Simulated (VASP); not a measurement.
# Tl2Sn2H5 (P4/mmm) in VASP: a series of runs

Runs on Tl2Sn2H5. Level: PBE. Tasks: single point, relaxation of cell and atoms.

All numbers are computed with VASP 6.6.1; they aren't measurements. Logs are shortened: lines on timing, memory, paths and dates and some standing lists are left out, and cuts for length are marked.

### Step 1. The cell of the first run

The structure is tetragonal, space group P4/mmm (No. 123). The conventional cell has a = 4.489 Å, b = 4.489 Å, c = 7.305 Å, α = 90.00°, β = 90.00°, γ = 90.00°. Within 3.8 Å of Tl (site symmetry 4/mmm) lie 8 H at 2.88 Å and 8 Sn at 3.56 Å and 2 Tl at 3.65 Å. Tl (site symmetry 4/mmm) has 12 H at 2.91 to 3.17 Å and 2 Tl at 3.65 Å and 8 Sn at 3.77 Å within 3.8 Å. Sn (site symmetry 4mm) has 5 H at 2.04 to 2.25 Å within 2.7 Å. H (site symmetry 2mm) has 2 Sn at 2.25 Å and 4 Tl at 2.88 to 2.91 Å and 2 H at 2.91 Å within 3.0 Å. Within 2.7 Å of H (site symmetry 4/mmm) lie 2 Sn at 2.04 Å.

The cell was generated, and may not be a known phase.

### Step 2. Single point, PBE

File INCAR:

```
PREC = Accurate
ENCUT = 520
EDIFF = 1E-7
ISMEAR = 0
SIGMA = 0.1
LREAL = F
LASPH = T
NELM = 80
ALGO = Fast
ISIF = 2
LWAVE = F
LCHARG = F
GGA = PE
NBANDS = 40
```

File KPOINTS:

```
regular mesh
0
Gamma
  4 4 4
```

File POSCAR:

```
Tl2Sn2H5
1.0
    4.4890474264      0.0000000000      0.0000000000
    0.0000000000      4.4890474264      0.0000000000
    0.0000000000      0.0000000000      7.3053479086
Tl Sn H
2 2 5
Direct
    0.0000000000      0.0000000000      0.0000000000
    0.0000000000      0.0000000000      0.5000000000
    0.5000000000      0.5000000000      0.2213669692
    0.5000000000      0.5000000000      0.7786330308
    0.5000000000      0.0000000000      0.2470602914
    0.5000000000      0.0000000000      0.7529397086
    0.5000000000      0.5000000000      0.5000000000
    0.0000000000      0.5000000000      0.2470602914
    0.0000000000      0.5000000000      0.7529397086
```

Potentials or basis: VASP PAW PBE potentials, release 64 (Tl_d, Sn_d, H).

Run with:

```sh
cat potpaw_PBE.64/Tl_d/POTCAR potpaw_PBE.64/Sn_d/POTCAR potpaw_PBE.64/H/POTCAR > POTCAR
mpirun -np 1 vasp_std > vasp.out
```

OUTCAR:

```text
PREC = Accurate
   ENCUT = 520
   EDIFF = 1E-7
   ISMEAR = 0
   LREAL = F
   LASPH = T
   NELM = 80
   ISIF = 2
   GGA = PE

 ion  position               nearest neighbor table
   1  0.000  0.000  0.000-   3 3.56   4 3.56   3 3.56   4 3.56   3 3.56   4 3.56   3 3.56   4 3.56
                             2 3.65   2 3.65
   2  0.000  0.000  0.500-   1 3.65   1 3.65   4 3.77   3 3.77   3 3.77   4 3.77   3 3.77   4 3.77
                             3 3.77   4 3.77
   3  0.500  0.500  0.221-   7 2.04   5 2.25   8 2.25   5 2.25   8 2.25   4 3.23   1 3.56   1 3.56
                             1 3.56   1 3.56   2 3.77   2 3.77   2 3.77   2 3.77
   4  0.500  0.500  0.779-   7 2.04   6 2.25   9 2.25   6 2.25   9 2.25   3 3.23   1 3.56   1 3.56
                             1 3.56   1 3.56   2 3.77   2 3.77   2 3.77   2 3.77
   5  0.500  0.000  0.247-   3 2.25   3 2.25
   6  0.500  0.000  0.753-   4 2.25   4 2.25
   7  0.500  0.500  0.500-   3 2.04   4 2.04
   8  0.000  0.500  0.247-   3 2.25   3 2.25
   9  0.000  0.500  0.753-   4 2.25   4 2.25

  LATTYP: Found a simple tetragonal cell.
 ALAT       =     4.4890474264
 C/A-ratio  =     1.6273715144

  Lattice vectors:

 A1 = (   4.4890474264,   0.0000000000,   0.0000000000)
 A2 = (   0.0000000000,   4.4890474264,   0.0000000000)
 A3 = (   0.0000000000,   0.0000000000,   7.3053479086)

Analysis of symmetry for initial positions (statically):
=====================================================================
 Subroutine PRICEL returns:
 Original cell was already a primitive cell.

 Routine SETGRP: Setting up the symmetry group for a
 simple tetragonal supercell.

 Subroutine GETGRP returns: Found 16 space group operations
 (whereof 16 operations were pure point group operations)
 out of a pool of 16 trial point group operations.

The static configuration has the point symmetry D_4h.

Analysis of symmetry for dynamics (positions and initial velocities):
=====================================================================
 Subroutine PRICEL returns:
 Original cell was already a primitive cell.

 Routine SETGRP: Setting up the symmetry group for a
 simple tetragonal supercell.

 Subroutine GETGRP returns: Found 16 space group operations
 (whereof 16 operations were pure point group operations)
 out of a pool of 16 trial point group operations.

The dynamic configuration has the point symmetry D_4h.

 Subroutine INISYM returns: Found 16 space group operations
 (whereof 16 operations are pure point group operations),
 and found     1 'primitive' translations

----------------------------------------------------------------------------------------

                                     Primitive cell

  volume of cell :     147.2141

  direct lattice vectors                    reciprocal lattice vectors
     4.489047426  0.000000000  0.000000000     0.222764410  0.000000000  0.000000000
     0.000000000  4.489047426  0.000000000     0.000000000  0.222764410  0.000000000
     0.000000000  0.000000000  7.305347909     0.000000000  0.000000000  0.136886020

  length of vectors
     4.489047426  4.489047426  7.305347909     0.222764410  0.222764410  0.136886020

  position of ions in fractional coordinates (direct lattice)
     0.000000000  0.000000000  0.000000000
     0.000000000  0.000000000  0.500000000
     0.500000000  0.500000000  0.221366969
     0.500000000  0.500000000  0.778633031
     0.500000000  0.000000000  0.247060291
     0.500000000  0.000000000  0.752939709
     0.500000000  0.500000000  0.500000000
     0.000000000  0.500000000  0.247060291
     0.000000000  0.500000000  0.752939709

  ion indices of the primitive-cell ions
   primitive index   ion index
                 1           1
                 2           2
                 3           3
                 4           4
                 5           5
                 6           6
                 7           7
                 8           8
                 9           9

----------------------------------------------------------------------------------------

 KPOINTS: regular mesh

Automatic generation of k-mesh.
 Grid dimensions read from file:
 generate k-points for:    4    4    4

 Generating k-lattice:

  Cartesian coordinates                     Fractional coordinates (reciprocal lattice)
     0.055691102  0.000000000  0.000000000     0.250000000  0.000000000  0.000000000
     0.000000000  0.055691102  0.000000000     0.000000000  0.250000000  0.000000000
     0.000000000  0.000000000  0.034221505     0.000000000  0.000000000  0.250000000

  Length of vectors
     0.055691102  0.055691102  0.034221505

  Shift w.r.t. Gamma in fractional coordinates (k-lattice)
     0.000000000  0.000000000  0.000000000

 Subroutine IBZKPT returns following result:
 ===========================================

 Found     18 irreducible k-points:

 Following reciprocal coordinates:
            Coordinates               Weight
  0.000000  0.000000  0.000000      1.000000
  0.250000  0.000000  0.000000      4.000000
  0.500000  0.000000  0.000000      2.000000
  0.250000  0.250000  0.000000      4.000000
  0.500000  0.250000  0.000000      4.000000
  0.500000  0.500000  0.000000      1.000000
[... 10 lines left out ...]
  0.500000  0.250000  0.500000      4.000000
  0.500000  0.500000  0.500000      1.000000
   k-points           NKPTS =     18   k-points in BZ     NKDIM =     18   number of bands    NBANDS=     40
   number of dos      NEDOS =    301   number of ions     NIONS =      9
   total plane-waves  NPLWV =  69984
   dimension x,y,z NGX =    36 NGY =   36 NGZ =   54
   dimension x,y,z NGXF=    72 NGYF=   72 NGZF=  108
   ions per type =               2   2   5
   NGX,Y,Z   is equivalent  to a cutoff of  13.33, 13.33, 12.29 a.u.
   NGXF,Y,Z  is equivalent  to a cutoff of  26.66, 26.66, 24.58 a.u.
 SYSTEM =  unknown system
   PREC   = accura    normal or accurate (medium, high low for compatibility)
   ISTART =      0    job   : 0-new  1-cont  2-samecut
   ICHARG =      2    charge: 1-file 2-atom 10-const
   ISPIN  =      1    spin polarized calculation?
   LNONCOLLINEAR =      F non collinear calculations
   LSORBIT =      F    spin-orbit coupling
   LASPH  =      T    aspherical Exc in radial PAW
   ENCUT  =  520.0 eV  38.22 Ry    6.18 a.u.   8.35  8.35 13.58*2*pi/ulx,y,z
   NELM   =     80;   NELMIN=  2; NELMDL= -5     # of ELM steps
   EDIFF  = 0.1E-06   stopping-criterion for ELM
   LREAL  =      F    real-space projection
   EDIFFG = 0.1E-05   stopping-criterion for IOM
   NSW    =      0    number of steps for IOM
   IBRION =     -1    ionic relax: 0-MD 1-quasi-New 2-CG
   NFREE  =      0    steps in history (QN), initial steepest desc. (CG)
   ISIF   =      2    stress and relaxation
   ISYM   =      2    0-nonsym 1-usesym 2-fastsym
   POTIM  = 0.5000    time-step for ionic-motion
   TEBEG  =    0.0;   TEEND  =   0.0 temperature during run
   PSTRESS=    0.0 pullay stress
   NELECT =      59.0000    total number of electrons
   NUPDOWN=      -1.0000    fix difference up-down
   EMIN   =  10.00;   EMAX   =-10.00  energy-range for DOS
   EFERMI =   0.00;   METHOD = LEGACY
   ISMEAR =     0;   SIGMA  =   0.10  broadening in eV -4-tet -1-fermi 0-gaus
   EFERMI_NEDOS =   21; number of points for ismear=-14 and -15
   IALGO  =     68    algorithm
   IMIX   =      4    mixing-type and parameters
     AMIX     =   0.40;   BMIX     =  1.00
     AMIX_MAG =   1.60;   BMIX_MAG =  1.00
  volume/ion in A,a.u.               =      16.36       110.38
  Fermi-wavevector in a.u.,A,eV,Ry     =   1.207005  2.280909 19.821798  1.456861
  Thomas-Fermi vector in A             =   2.342656
   LORBIT       =      0    0 simple, 1 ext, 2 COOP (PROOUT), +10 PAW based schemes
   GGA     = PE    functional components
   LHFCALC =     F    Hartree Fock is set to
   AEXX    =    0.0000 exact exchange contribution
   IVDW    =     0    specifies the selected vdW correction
   LEPSILON=     F    determine dielectric tensor
   LRPA    =     F    only Hartree local field effects (RPA)
 non-spin polarized calculation
 RMM-DIIS sequential band-by-band and
 Gauss-broadening in eV      SIGMA  =   0.10
  energy-cutoff  :      520.00
  volume of cell :      147.21
 maximum number of plane-waves:      4004
 NGX is ok and might be reduce to    36
   NGX = 17   NGY = 17   NGZ = 27

 number of electron      59.0000009 magnetization

 Free energy of the ion-electron system (eV)
  ---------------------------------------------------
  ext. energy  EPLUGINS =         0.00000000
  ---------------------------------------------------
  free energy    TOTEN  =       -25.70975949 eV

  energy without entropy =      -25.70472873  energy(sigma->0) =      -25.70724411

 E-fermi :   5.4372     XC(G=0):  -9.5618

 val. band max:        5.4299594917   @ k =   0.5000   0.5000   0.0000
 cond. band min:       5.5716150443   @ k =   0.0000   0.0000   0.0000
 fundamental gap:      0.1416555526
 Fermi energy:         5.4372190230

 k-point     1 :       0.0000    0.0000    0.0000
  band No.  band energies     occupation
      1     -16.1905      2.00000
      2     -16.1375      2.00000
      3     -16.1325      2.00000
      4     -16.1236      2.00000
      5     -16.1236      2.00000
      6     -16.1221      2.00000
[... 32 lines left out ...]
     39      10.8326      0.00000
     40      11.3164      0.00000

 k-point     2 :       0.2500    0.0000    0.0000
  band No.  band energies     occupation
      1     -16.1886      2.00000
      2     -16.1307      2.00000
      3     -16.1265      2.00000
      4     -16.1255      2.00000
      5     -16.1237      2.00000
      6     -16.1232      2.00000
[... 677 lines left out ...]
     39      12.3783      0.00000
     40      12.6722      0.00000

 k-point    18 :       0.5000    0.5000    0.5000
  band No.  band energies     occupation
      1     -16.1545      2.00000
      2     -16.1272      2.00000
      3     -16.1230      2.00000
      4     -16.1227      2.00000
      5     -16.1227      2.00000
      6     -16.1107      2.00000
[... 32 lines left out ...]
     39      12.7613      0.00000
     40      12.7614      0.00000

------------------------ aborting loop because EDIFF is reached ----------------------------------------

  FORCE on cell =-STRESS in cart. coord.  units (eV):
  Direction    XX          YY          ZZ          XY          YZ          ZX
  --------------------------------------------------------------------------------------
  -------------------------------------------------------------------------------------
  Total       -0.1225081     -0.1225081     -0.2824934      0.0000000      0.0000000     -0.0000000
  in kB       -1.3332941     -1.3332941     -3.0744656      0.0000000      0.0000000     -0.0000000
  external PRESSURE =      -1.9136846 kB  Pullay stress =       0.0000000 kB

 VOLUME and BASIS-vectors are now :
 -----------------------------------------------------------------------------
  energy-cutoff  :      520.00
  volume of cell :      147.21
      direct lattice vectors                 reciprocal lattice vectors
     4.489047426  0.000000000  0.000000000     0.222764410  0.000000000  0.000000000
     0.000000000  4.489047426  0.000000000     0.000000000  0.222764410  0.000000000
     0.000000000  0.000000000  7.305347909     0.000000000  0.000000000  0.136886020

 POSITION                                       TOTAL-FORCE (eV/Angst)
 -----------------------------------------------------------------------------------
      0.00000      0.00000      0.00000        -0.000000     -0.000000      0.000000
      0.00000      0.00000      3.65267        -0.000000     -0.000000      0.000000
      2.24452      2.24452      1.61716         0.000000      0.000000      0.004321
      2.24452      2.24452      5.68819        -0.000000      0.000000     -0.004321
      2.24452      0.00000      1.80486        -0.000000     -0.000000     -0.004529
      2.24452      0.00000      5.50049        -0.000000     -0.000000      0.004529
      2.24452      2.24452      3.65267        -0.000000     -0.000000      0.000000
      0.00000      2.24452      1.80486        -0.000000     -0.000000     -0.004529
      0.00000      2.24452      5.50049        -0.000000     -0.000000      0.004529
 -----------------------------------------------------------------------------------
    total drift:                                0.000000      0.000000      0.000000

  FREE ENERGIE OF THE ION-ELECTRON SYSTEM (eV)
  ---------------------------------------------------
  free  energy   TOTEN  =       -25.7097594949 eV

  energy  without entropy=      -25.7047287314  energy(sigma->0) =      -25.70724411
```

Wall time 2.1 min (1 thread of Oxide Virtual Turin-like, shared host); peak memory 0.27 GiB.

What came out:

- Free energy: -25.7098 eV
- Pressure: -0.2 GPa
- Largest force: 0.005 eV/Å
- Band gap on the k mesh: zero (an odd number of electrons rules out a gap without spin polarisation)

Forces on the atoms (eV/Å):
```
Tl   0.000  0.000  0.000
Tl   0.000  0.000  0.000
Sn   0.000  0.000  0.004
Sn   0.000  0.000 -0.004
H    0.000  0.000 -0.005
H    0.000  0.000  0.005
H    0.000  0.000  0.000
H    0.000  0.000 -0.005
H    0.000  0.000  0.005
```

Stress tensor (GPa, compression positive):
```
-0.13  0.00  0.00
 0.00 -0.13  0.00
 0.00  0.00 -0.31
```

Caveat: spin-orbit coupling is left out, which moves the levels of the heavy elements; an odd number of electrons without spin polarisation forces a metal; a magnetic or distorted state may lie lower.

### Step 3. Relaxation of cell and atoms, PBE

This run uses another cell than the first one, of 16.07 Å³/atom.

File INCAR:

```
PREC = Accurate ; ENCUT = 600
EDIFF = 1E-7 ; ISMEAR = 0
SIGMA = 0.1 ; LREAL = F
LASPH = T ; NELM = 60
ALGO = Fast ; ISIF = 3
LWAVE = F ; LCHARG = F
GGA = PE ; IBRION = 2
NSW = 90 ; EDIFFG = -0.04
```

KPOINTS is that of step 2.

File POSCAR:

```
Tl2Sn2H5
1.0
    4.4141697018      0.0000000000      0.0000000000
    0.0000000000      4.4141697018      0.0000000000
    0.0000000000      0.0000000000      7.4215374325
Tl Sn H
2 2 5
Direct
    0.0000000000      0.0000000000      0.0000000000
    0.0000000000      0.0000000000      0.5000000000
    0.5000000000      0.5000000000      0.2189885902
    0.5000000000      0.5000000000      0.7810114098
    0.5000000000      0.0000000000      0.2460176026
    0.5000000000      0.0000000000      0.7539823974
    0.5000000000      0.5000000000      0.5000000000
    0.0000000000      0.5000000000      0.2460176026
    0.0000000000      0.5000000000      0.7539823974
```

Potentials or basis: VASP PAW PBE potentials, release 64 (Tl_d, Sn_d, H).

Run with:

```sh
cat potpaw_PBE.64/Tl_d/POTCAR potpaw_PBE.64/Sn_d/POTCAR potpaw_PBE.64/H/POTCAR > POTCAR
mpirun -np 1 vasp_std > vasp.out
```

It took 5.1 min on 1 thread of Oxide Virtual Turin-like, shared host; peak memory 0.3 GiB.

The run converged. Its results:

- Free energy: -25.7104 eV
- Relaxed volume: 16.34 Å³/atom
- Relaxed cell: a = 4.488 Å, b = 4.488 Å, c = 7.302 Å, α = 90.00°, β = 90.00°, γ = 90.00°
- Space group after relaxing (to 0.1 Å): P4/mmm (No. 123)
- Energy gained by relaxing: 2.9 meV/atom
- Ionic steps: 4
- Pressure after relaxing: -0.1 GPa
- Largest force after relaxing: 0.031 eV/Å
- Band gap on the k mesh: zero (an odd number of electrons rules out a gap without spin polarisation)

Forces on the atoms (eV/Å):
```
Tl   0.000  0.000  0.000
Tl   0.000  0.000  0.000
Sn   0.000  0.000 -0.031
Sn   0.000  0.000  0.031
H    0.000  0.000  0.009
H    0.000  0.000 -0.009
H    0.000  0.000  0.000
H    0.000  0.000  0.009
H    0.000  0.000 -0.009
```

Stress tensor (GPa, compression positive):
```
-0.03  0.00  0.00
 0.00 -0.03  0.00
 0.00  0.00 -0.16
```

Step by step:
```csv
step,energy change (eV),largest force (eV/Å),pressure (GPa),volume (Å³)
1,0.0000,0.1218,0.37,144.61
2,-0.0134,0.0842,0.19,145.38
3,-0.0256,0.0458,-0.09,147.27
4,-0.0257,0.0312,-0.07,147.10
```

Final structure:
```xyz
9
Lattice="4.4884 0.0000 0.0000 0.0000 4.4884 0.0000 0.0000 0.0000 7.3020" Properties=species:S:1:pos:R:3 pbc="T T T"
Tl    0.0000    0.0000    0.0000
Tl    0.0000    0.0000    3.6510
Sn    2.2442    2.2442    1.6179
Sn    2.2442    2.2442    5.6841
H     2.2442    0.0000    1.7957
H     2.2442    0.0000    5.5063
H     2.2442    2.2442    3.6510
H     0.0000    2.2442    1.7957
H     0.0000    2.2442    5.5063
```

Levels at points of the mesh, in eV from the Fermi level:
```
           k point  band 26  band 27  band 28  band 29  band 30  band 31  band 32  band 33  band 34  band 35
(0.00, 0.00, 0.00)    -2.53    -2.21    -1.26    -1.26    -0.05     0.15     1.21     1.21     2.11     2.76
(0.50, 0.00, 0.00)    -5.07    -2.34    -1.85    -0.13     0.33     1.53     1.68     1.69     2.26     3.45
(0.50, 0.50, 0.00)    -4.85    -4.34    -4.34    -4.25    -0.88     0.00     0.00     3.83     3.94     3.94
(0.00, 0.00, 0.50)    -2.40    -2.35    -1.95    -0.73    -0.73    -0.12    -0.12     2.42     2.44     3.96
(0.50, 0.00, 0.50)    -3.20    -2.90    -1.61    -0.68    -0.60     0.62     1.08     2.32     2.34     2.52
(0.50, 0.50, 0.50)    -5.38    -5.07    -5.07    -2.01    -0.27     1.77     1.77     1.85     1.89     1.89
```

Caveat: spin-orbit coupling is left out, which moves the levels of the heavy elements; an odd number of electrons without spin polarisation forces a metal; a magnetic or distorted state may lie lower.

(Part 1 of 2 ends here.)

The gap in the log of VASP goes by the Fermi energy; the results here count the filled bands.